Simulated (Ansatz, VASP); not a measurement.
**P: VASP beside Ansatz**

```
P
1.0
     2.44463    0.00000    0.00000
     0.00000    2.44463    0.00000
     0.00000    0.00000    2.44463
P
1
Direct
  0.50000 0.50000 0.50000
```

Alike in both runs: functional PBE; k mesh 22 × 22 × 22; occupations gaussian, width 0.1 eV; no spin polarisation.

Ansatz relaxed the structure, and its values are those at the end. VASP's run is a single point on that final structure, the one shown.

|  | VASP | Ansatz |
| --- | --- | --- |
| version | VASP 6.6.1 | Ansatz 0.2.0 |
| potentials or method | VASP PAW PBE potentials, release 64 (P), cutoff 520 eV | scalar-relativistic, plane waves, PAW |
| valence electrons in the cell | 5 | 5 |

```csv
,VASP,Ansatz,Ansatz less VASP
gap on the k mesh at the Fermi level (eV),none,none,-
pressure (GPa),-0.3,0.0,+0.28
```

A gap of «none» marks a metal or a gap that the smearing closes.
